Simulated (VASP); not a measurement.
# Ni (Fm-3m) in VASP: further runs, part 2 of 2

VASP 6.6.1. The steps go on from the part before.

### 3 Single point, LDA, collinear spin, ferromagnetic start

The input, INCAR:

```
SYSTEM = Ni
ALGO = Normal
EDIFF = 1E-7
ENCUT = 520
ISIF = 2
ISMEAR = 0
ISPIN = 2
LASPH = .TRUE.
LCHARG = .FALSE.
LMAXMIX = 4
LORBIT = 11
LREAL = .FALSE.
LWAVE = .FALSE.
MAGMOM = 1.2 1.2
NBANDS = 21
NELM = 150
PREC = Accurate
SIGMA = 0.05
```

The input, KPOINTS:

```
k-points
0
G
  8 16 16
  0 0 0
```

The input, POSCAR:

```
Ni
1.0
    0.0000000000      3.5238700000      3.5238700000
    1.7619350000      0.0000000000      1.7619350000
    1.7619350000      1.7619350000      0.0000000000
Ni
2
Direct
    0.0000000000      0.0000000000      0.0000000000
    0.5000000000      0.0000000000      0.0000000000
```

Potentials or basis: VASP PAW LDA potentials, release 64 (Ni).

Started as:

```
$ cat potpaw_LDA.64/Ni/POTCAR > POTCAR
$ mpirun -np 1 vasp_std > vasp.out
```

OUTCAR:

```text
SYSTEM = Ni
   EDIFF = 1E-7
   ENCUT = 520
   ISIF = 2
   ISMEAR = 0
   ISPIN = 2
   LASPH = .TRUE.
   LORBIT = 11
   LREAL = .FALSE.
   NELM = 150
   PREC = Accurate

 ion  position               nearest neighbor table
   1  0.000  0.000  0.000-   2 2.49   2 2.49   2 2.49   2 2.49   2 2.49   2 2.49
   2  0.500  0.000  0.000-   1 2.49   1 2.49   1 2.49   1 2.49   1 2.49   1 2.49

  LATTYP: Found a trigonal (rhomboedric) cell.
 ALAT       =     4.3158417100
 COS(alpha) =     0.8333333333

  Lattice vectors:

 A1 = (   1.7619350000,  -1.7619350000,  -3.5238700000)
 A2 = (   3.5238700000,  -1.7619350000,  -1.7619350000)
 A3 = (   1.7619350000,  -3.5238700000,  -1.7619350000)

Analysis of symmetry for initial positions (statically):
=====================================================================
 Subroutine PRICEL returns following result:

  LATTYP: Found a face centered cubic cell.
 ALAT       =     3.5238700000
[... 12 lines left out ...]
 Subroutine GETGRP returns: Found 12 space group operations
 (whereof 12 operations were pure point group operations)
 out of a pool of 12 trial point group operations.

The static configuration has the point symmetry D_3d.

Analysis of symmetry for dynamics (positions and initial velocities):
=====================================================================
 Subroutine PRICEL returns following result:

  LATTYP: Found a face centered cubic cell.
 ALAT       =     3.5238700000
[... 12 lines left out ...]
 Subroutine GETGRP returns: Found 12 space group operations
 (whereof 12 operations were pure point group operations)
 out of a pool of 12 trial point group operations.

The dynamic configuration has the point symmetry D_3d.

Analysis of structural, dynamic, and magnetic symmetry:
=====================================================================
 Subroutine PRICEL returns following result:

  LATTYP: Found a face centered cubic cell.
 ALAT       =     3.5238700000
[... 12 lines left out ...]
 Subroutine GETGRP returns: Found 12 space group operations
 (whereof 12 operations were pure point group operations)
 out of a pool of 12 trial point group operations.

The overall configuration has the point symmetry D_3d.

 Subroutine INISYM returns: Found 12 space group operations
 (whereof 12 operations are pure point group operations),
 and found     2 'primitive' translations

----------------------------------------------------------------------------------------

                                     Primitive cell

  volume of cell :      10.9396

  direct lattice vectors                    reciprocal lattice vectors
     0.000000000  1.761935000  1.761935000    -0.283778914  0.283778914  0.283778914
     1.761935000  0.000000000  1.761935000     0.283778914 -0.283778914  0.283778914
     1.761935000  1.761935000  0.000000000     0.283778914  0.283778914 -0.283778914

  length of vectors
     2.491752373  2.491752373  2.491752373     0.491519496  0.491519496  0.491519496

  position of ions in fractional coordinates (direct lattice)
     0.000000000  0.000000000  0.000000000

  ion indices of the primitive-cell ions
   primitive index   ion index
                 1           1

----------------------------------------------------------------------------------------

 KPOINTS: k-points

Automatic generation of k-mesh.
 Grid dimensions read from file:
 generate k-points for:    8   16   16

 Generating k-lattice:

[... 78 lines left out ...]
   ENCUT  =  520.0 eV  38.22 Ry    6.18 a.u.   9.27  4.63  4.63*2*pi/ulx,y,z
   NELM   =    150;   NELMIN=  2; NELMDL= -5     # of ELM steps
   EDIFF  = 0.1E-06   stopping-criterion for ELM
   LREAL  =      F    real-space projection
   EDIFFG = 0.1E-05   stopping-criterion for IOM
   NSW    =      0    number of steps for IOM
   IBRION =     -1    ionic relax: 0-MD 1-quasi-New 2-CG
   NFREE  =      0    steps in history (QN), initial steepest desc. (CG)
   ISIF   =      2    stress and relaxation
   ISYM   =      2    0-nonsym 1-usesym 2-fastsym
   POTIM  = 0.5000    time-step for ionic-motion
   TEBEG  =    0.0;   TEEND  =   0.0 temperature during run
   PSTRESS=    0.0 pullay stress
   NELECT =      20.0000    total number of electrons
   NUPDOWN=      -1.0000    fix difference up-down
   EMIN   =  10.00;   EMAX   =-10.00  energy-range for DOS
   EFERMI =   0.00;   METHOD = LEGACY
   ISMEAR =     0;   SIGMA  =   0.05  broadening in eV -4-tet -1-fermi 0-gaus
   EFERMI_NEDOS =   21; number of points for ismear=-14 and -15
   IALGO  =     38    algorithm
   IMIX   =      4    mixing-type and parameters
     AMIX     =   0.40;   BMIX     =  1.00
     AMIX_MAG =   1.60;   BMIX_MAG =  1.00
  volume/ion in A,a.u.               =      10.94        73.82
  Fermi-wavevector in a.u.,A,eV,Ry     =   1.588821  3.002436 34.345893  2.524352
  Thomas-Fermi vector in A             =   2.687765
   LORBIT       =     11    0 simple, 1 ext, 2 COOP (PROOUT), +10 PAW based schemes
   GGA     = CA    functional components
   LHFCALC =     F    Hartree Fock is set to
   AEXX    =    0.0000 exact exchange contribution
   IVDW    =     0    specifies the selected vdW correction
   LEPSILON=     F    determine dielectric tensor
   LRPA    =     F    only Hartree local field effects (RPA)
 spin polarized calculation
 Gauss-broadening in eV      SIGMA  =   0.05
  energy-cutoff  :      520.00
  volume of cell :       21.88
 maximum number of plane-waves:       604
 NGX is ok and might be reduce to    40
   NGX = 19   NGY =  9   NGZ =  9

 number of electron      20.0000020 magnetization       1.1520233

 Free energy of the ion-electron system (eV)
  ---------------------------------------------------
  ext. energy  EPLUGINS =         0.00000000
  ---------------------------------------------------
  free energy    TOTEN  =       -13.05226851 eV

  energy without entropy =      -13.04775326  energy(sigma->0) =      -13.05001089

 E-fermi :   8.9525     XC(G=0): -13.5796

 val. band max:        8.9452341412   @ k =   0.2500  -0.4375   0.1875
 cond. band min:       8.9543978013   @ k =   0.1250   0.5000   0.0625
 fundamental gap:      0.0091636602
 Fermi energy:         8.9524796153

 spin component 1

 k-point     1 :       0.0000    0.0000    0.0000
  band No.  band energies     occupation
      1       0.0040      1.00000
      2       4.1989      1.00000
      3       6.6271      1.00000
      4       6.6271      1.00000
      5       6.6275      1.00000
      6       6.6275      1.00000
[... 565 lines left out ...]
     20      34.1727      0.00000
     21      38.5731      0.00000

 [... further k-points ...]

 spin component 2

 k-point     1 :       0.0000    0.0000    0.0000
  band No.  band energies     occupation
      1       0.0411      1.00000
      2       4.5626      1.00000
      3       7.1566      1.00000
      4       7.1566      1.00000
      5       7.2184      1.00000
      6       7.2184      1.00000
[... 565 lines left out ...]
     20      34.2214      0.00000
     21      38.7519      0.00000

 [... further k-points ...]

------------------------ aborting loop because EDIFF is reached ----------------------------------------

  FORCE on cell =-STRESS in cart. coord.  units (eV):
  Direction    XX          YY          ZZ          XY          YZ          ZX
  --------------------------------------------------------------------------------------
  -------------------------------------------------------------------------------------
  Total       -2.4677354     -2.4677354     -2.4677354     -0.0000004      0.0000004     -0.0000004
  in kB     -180.7088933   -180.7088933   -180.7088933     -0.0000271      0.0000271     -0.0000271
  external PRESSURE =    -180.7088933 kB  Pullay stress =       0.0000000 kB

 VOLUME and BASIS-vectors are now :
 -----------------------------------------------------------------------------
  energy-cutoff  :      520.00
  volume of cell :       21.88
      direct lattice vectors                 reciprocal lattice vectors
     0.000000000  3.523870000  3.523870000    -0.141889457  0.141889457  0.141889457
     1.761935000  0.000000000  1.761935000     0.283778914 -0.283778914  0.283778914
     1.761935000  1.761935000  0.000000000     0.283778914  0.283778914 -0.283778914

 POSITION                                       TOTAL-FORCE (eV/Angst)
 -----------------------------------------------------------------------------------
      0.00000      0.00000      0.00000         0.000000      0.000000      0.000000
      0.00000      1.76194      1.76194        -0.000000     -0.000000     -0.000000
 -----------------------------------------------------------------------------------
    total drift:                               -0.000000     -0.000000     -0.000000

  FREE ENERGIE OF THE ION-ELECTRON SYSTEM (eV)
  ---------------------------------------------------
  free  energy   TOTEN  =       -13.0522685117 eV

  energy  without entropy=      -13.0477532620  energy(sigma->0) =      -13.05001089

 total charge

# of ion       s       p       d       tot
------------------------------------------
    1        0.496   0.490   8.325   9.311
    2        0.496   0.490   8.325   9.311
--------------------------------------------------
tot          0.992   0.981  16.649  18.622

 magnetization (x)

# of ion       s       p       d       tot
------------------------------------------
    1       -0.005  -0.018   0.604   0.581
    2       -0.005  -0.018   0.604   0.581
--------------------------------------------------
tot         -0.010  -0.035   1.209   1.163
```

stdout:

```text
POSCAR found type information on POSCAR Ni
 POSCAR found :  1 types and       2 ions
 scaLAPACK will be used
 LDA part: xc-table for (Slater(with rela. corr.)+CA(PZ))
 , standard interpolation
 -----------------------------------------------------------------------------
|                                                                             |
|           W    W    AA    RRRRR   N    N  II  N    N   GGGG   !!!           |
|           W    W   A  A   R    R  NN   N  II  NN   N  G    G  !!!           |
|           W    W  A    A  R    R  N N  N  II  N N  N  G       !!!           |
|           W WW W  AAAAAA  RRRRR   N  N N  II  N  N N  G  GGG   !            |
|           WW  WW  A    A  R   R   N   NN  II  N   NN  G    G                |
|           W    W  A    A  R    R  N    N  II  N    N   GGGG   !!!           |
|                                                                             |
|     Your reciprocal lattice and k-lattice belong to different lattice       |
|     classes:                                                                |
|                                                                             |
|        The reciprocal lattice is rhombohedral (trigonal),                   |
|        whereas your k-lattice is body-centered cubic.                       |
|                                                                             |
|     Results are often still useful ...                                      |
|                                                                             |
 -----------------------------------------------------------------------------

 POSCAR, INCAR and KPOINTS ok, starting setup
 FFT: planning ... GRIDC
 FFT: planning ... GRID_SOFT
 FFT: planning ... GRID
 WAVECAR not read
 entering main loop
```

Run time: 70 s. Hardware: 1 thread of Intel Xeon 6975P-C (Granite Rapids), shared host; peak memory 0.24 GiB.

Results:

* Free energy: -13.0523 eV
* Pressure: -18.1 GPa
* Net moment: 1.15 μB per cell
* Site moments: Ni +0.58 μB
* Valence electrons inside the program's atomic spheres: Ni 9.31

Levels at points of the mesh, in eV from the Fermi level:
Spin up:
| k point | band 9 | band 10 | band 11 | band 12 | band 13 | band 14 |
| --- | --- | --- | --- | --- | --- | --- |
| (0.00, 0.00, 0.00) | -1.18 | -0.50 | -0.50 | -0.25 | 5.68 | 22.26 |
| (0.50, 0.00, 0.00) | -1.10 | -1.10 | -1.10 | -1.10 | 14.39 | 14.39 |
| (0.00, 0.50, 0.00) | -0.35 | -0.35 | -0.25 | 2.45 | 5.68 | 9.23 |
| (0.50, 0.50, 0.00) | -0.45 | -0.45 | 2.29 | 2.29 | 8.45 | 8.45 |
Spin down:
```tsv
k point	band 6	band 7	band 8	band 9	band 10	band 11	band 12	band 13
(0.00, 0.00, 0.00)	-1.73	-1.73	-0.64	-0.64	-0.22	0.13	0.13	6.04
(0.50, 0.00, 0.00)	-1.54	-1.54	-1.54	-0.54	-0.54	-0.54	-0.54	14.56
(0.00, 0.50, 0.00)	-0.22	0.09	0.13	0.13	0.32	0.32	2.49	6.04
(0.50, 0.50, 0.00)	-1.80	-0.91	-0.91	0.18	0.18	2.63	2.63	8.66
```

Caveat: the cell stands under tension.

### 4 Single point, LDA, collinear spin, antiferromagnetic start

The input, INCAR:

```
PREC     = Accurate       # precision mode
ENCUT    = 520            # plane-wave cutoff, eV
EDIFF    = 1E-6           # SCF threshold, eV
ISMEAR   = 0              # smearing method
SIGMA    = 0.05           # smearing width, eV
LREAL    = F              # projectors in reciprocal space
LASPH    = T              # aspherical terms in the spheres
NELM     = 150            # most SCF steps
ALGO     = Normal         # electronic algorithm
ISIF     = 2              # what is computed and relaxed
LWAVE    = F              # write WAVECAR
LCHARG   = F              # write CHGCAR
ISPIN    = 2              # spin polarisation
MAGMOM   = 1.2 -1.2       # initial moments
LORBIT   = 11             # projections on sites
LMAXMIX  = 4              # l up to which the mixer works
GGA      = CA             # functional
NBANDS   = 21             # bands
```

The input, KPOINTS:

```
regular mesh
0
Gamma
  8 16 16
```

POSCAR is that of step 3.

Started as:

```
$ cat potpaw_LDA.64/Ni/POTCAR > POTCAR
$ mpirun -np 1 vasp_std > vasp.out
```

It took 66 s on 1 thread of Intel Xeon 6975P-C (Granite Rapids), shared host; peak memory 0.24 GiB.

It converged, with:

| Item | Value |
| --- | --- |
| Free energy | -12.9610 eV |
| Pressure | -18.7 GPa |
| Band gap on the k mesh | zero (filled and empty bands overlap) |
| Net moment | 0.00 μB per cell |
| Site moments | Ni +0.21, -0.21 μB |
| Valence electrons inside the program's atomic spheres | Ni 9.31 |

Stress tensor (GPa, compression positive):
```
-18.66  -0.15  -0.15
 -0.15 -18.66   0.15
 -0.15   0.15 -18.66
```

Levels at points of the mesh, in eV from the Fermi level:
Spin up:
| k point | band 6 | band 7 | band 8 | band 9 | band 10 | band 11 | band 12 | band 13 | band 14 | band 15 |
| --- | --- | --- | --- | --- | --- | --- | --- | --- | --- | --- |
| (0.00, 0.00, 0.00) | -1.81 | -1.81 | -0.74 | -0.74 | -0.09 | -0.01 | -0.01 | 6.02 | 22.39 | 23.87 |
| (0.50, 0.00, 0.00) | -1.78 | -1.54 | -1.54 | -0.73 | -0.73 | -0.57 | -0.57 | 14.60 | 14.65 | 23.98 |
| (0.00, 0.50, 0.00) | -0.13 | -0.09 | -0.04 | 0.04 | 0.18 | 0.20 | 2.62 | 6.02 | 9.51 | 14.90 |
| (0.50, 0.50, 0.00) | -1.79 | -1.09 | -0.94 | -0.11 | 0.16 | 2.56 | 2.67 | 8.68 | 8.73 | 14.75 |
Spin down:
| k point | band 6 | band 7 | band 8 | band 9 | band 10 | band 11 | band 12 | band 13 | band 14 | band 15 |
| --- | --- | --- | --- | --- | --- | --- | --- | --- | --- | --- |
| (0.00, 0.00, 0.00) | -1.81 | -1.81 | -0.74 | -0.74 | -0.09 | -0.01 | -0.01 | 6.02 | 22.39 | 23.87 |
| (0.50, 0.00, 0.00) | -1.78 | -1.54 | -1.54 | -0.73 | -0.73 | -0.57 | -0.57 | 14.60 | 14.65 | 23.98 |
| (0.00, 0.50, 0.00) | -0.13 | -0.09 | -0.04 | 0.04 | 0.18 | 0.20 | 2.62 | 6.02 | 9.51 | 14.90 |
| (0.50, 0.50, 0.00) | -1.79 | -1.09 | -0.94 | -0.11 | 0.16 | 2.56 | 2.67 | 8.68 | 8.73 | 14.75 |

Caveat: the cell stands under tension.

### 5 Overview

| spin | gap on the mesh (eV) | pressure (GPa) | moment (μB) |
| --- | --- | --- | --- |
| off | none | -18.8 | - |
| collinear, ferromagnetic start | none | -18.1 | 1.15 |
| collinear, antiferromagnetic start | none | -18.7 | 0.00 |

Alike in all rows: task single point; level LDA; potentials or basis VASP PAW LDA potentials, release 64 (Ni); cell as given; k mesh 8 × 16 × 16; cutoff (eV) 520; smearing gaussian 0.05 eV.

Caveats: the cell stands under tension.

Absolute energies hang on the potentials; compare differences alone.
